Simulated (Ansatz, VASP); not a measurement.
Ta2N: VASP beside Ansatz

```
CELL_PARAMETERS angstrom
3.13348 0.00000 0.00000
-1.56674 2.71367 0.00000
0.00000 0.00000 4.90209
ATOMIC_POSITIONS crystal
Ta 0.33333 0.66667 0.25471
Ta 0.66667 0.33333 0.74529
N 0.00000 0.00000 0.00000
```

Alike in both runs: task single point; functional LDA; k mesh 10 × 10 × 6; occupations fermi-dirac, width 0.05 eV; no spin polarisation.

|  | VASP | Ansatz |
| --- | --- | --- |
| version | VASP 6.6.1 | Ansatz 0.2.0 |
| potentials or method | VASP PAW LDA potentials, release 64 (Ta_sv_GW, N) | Ansatz PAW |
| plane-wave cutoff (eV) | 600 | 420 |
| valence electrons in the cell | 31 | 31 |

```tsv
	VASP	Ansatz	Ansatz less VASP
gap on the k mesh at the Fermi level (eV)	none	none	-
pressure (GPa)	-18.6	-19.3	-0.69
traceless stress, the component that is largest in VASP (GPa)	0.01	0.08	+0.076
rms of the force components (eV/Å)	0.245	0.257	+0.0121
```

LDA's correlation is that of Perdew and Zunger in VASP and of Perdew and Wang (1992) in Ansatz. Atom by atom the forces differ by 0.012 eV/Å (rms over components). A gap of «none» marks a metal or a gap that the smearing closes.

Spin-orbit coupling is off throughout.
